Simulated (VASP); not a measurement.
A run of VASP 6.6.1 is set up as follows.

File INCAR:

```
SYSTEM = HC32F
PREC = Accurate
ENCUT = 520
EDIFF = 1E-6
ISMEAR = 0
SIGMA = 0.05
LREAL = Auto
LASPH = .TRUE.
NELM = 60
ALGO = Normal
ISIF = 2
LWAVE = .FALSE.
LCHARG = .FALSE.
GGA = PE
IVDW = 12
NBANDS = 91
```

KPOINTS

```
Automatic mesh
0
G
  2 2 1
  0 0 0
```

POSCAR

```
HC32F
1.0
    9.8640000000      0.0000000000      0.0000000000
   -4.9320000000      8.5424750000      0.0000000000
    0.0000000000      0.0000000000     12.0000000000
C F H
32 1 1
Direct
   -0.0009217751     -0.0007391301      0.0805250000
    0.1657014418      0.0825251464      0.0805584167
   -0.0009399692      0.2492516513      0.0805567500
    0.1657098242      0.3325782048      0.0805018333
   -0.0009230335      0.4992583531      0.0805023333
    0.1656980779      0.5826175669      0.0804894167
   -0.0009076101      0.7492666938      0.0805283333
    0.1657433757      0.8325913743      0.0805743333
    0.2490706274     -0.0007549334      0.0805825000
    0.4157199325      0.0825272535      0.0805600833
    0.2489512025      0.2491404423      0.0805438333
    0.4155764557      0.3322595618      0.0805847500
    0.2489340880      0.4992457104      0.0804710000
    0.4155731235      0.5827620215      0.0804578333
    0.2490705120      0.7492677473      0.0805259167
    0.4157206807      0.8326392527      0.0804839167
    0.4990771254     -0.0007388959      0.0805255000
    0.6657351159      0.0825904670      0.0805486667
    0.4990848710      0.2491419641      0.0805480000
    0.6657632822      0.3325786730      0.0805076667
    0.4990754206      0.4992534365      0.0807380000
    0.6660844978      0.5827630751      0.0804624167
    0.4990960485      0.7494068171      0.0804160000
    0.6657659687      0.8326365602      0.0804095833
    0.7490893814     -0.0007156006      0.0805225000
    0.9157498587      0.0825903500      0.0805477500
    0.7490862765      0.2492522366      0.0805595000
    0.9157486028      0.3326024366      0.0805486667
    0.7492057329      0.4992472322      0.0804778333
    0.9158136298      0.5826165134      0.0804932500
    0.7492060088      0.7494055294      0.0804186667
    0.9158147288      0.8326387844      0.0804860000
    0.5052150059      0.5127300929      0.3408183333
    0.5033170727      0.5087298470      0.2625243333
```

Potentials or basis: VASP PAW PBE potentials, release 64 (C, F, H).

Command:

```console
$ cat potpaw_PBE.64/C/POTCAR potpaw_PBE.64/F/POTCAR potpaw_PBE.64/H/POTCAR > POTCAR
$ mpirun -np 1 vasp_std > vasp.out
```

Q: What does it give for the band gap on the k mesh?

A: 1.94 eV.

Q: Estimate the dispersion energy per atom.

A: -0.087 eV.

Q: Estimate the largest force.

A: 0.283 eV/Å.

Forces on the atoms (eV/Å):
```
C   -0.002 -0.004  0.000
C    0.002  0.003 -0.001
C   -0.002 -0.004  0.000
C    0.001  0.004 -0.001
C   -0.002 -0.004  0.001
C    0.003  0.004  0.000
C   -0.002 -0.004  0.000
C    0.002  0.004 -0.001
C   -0.002 -0.004  0.000
C    0.002  0.003 -0.001
C   -0.003 -0.004  0.002
C    0.002 -0.001 -0.001
C   -0.004 -0.003  0.002
C    0.004  0.005  0.000
C   -0.002 -0.004  0.000
C    0.002  0.005  0.000
C   -0.002 -0.004  0.000
C    0.002  0.004 -0.001
C   -0.002 -0.004  0.000
C    0.003  0.004 -0.001
C   -0.003 -0.004  0.004
C   -0.003  0.003  0.000
C   -0.003 -0.002  0.000
C    0.004  0.004  0.001
C   -0.002 -0.003  0.000
C    0.002  0.004 -0.001
C   -0.002 -0.004  0.000
C    0.002  0.005 -0.002
C    0.001 -0.004  0.000
C    0.003  0.004  0.000
C    0.000 -0.002 -0.001
C    0.003  0.005  0.000
F    0.002  0.006  0.281
H    0.000 -0.011 -0.283
```

Caveat: there is no dipole correction, which matters where the two faces differ.
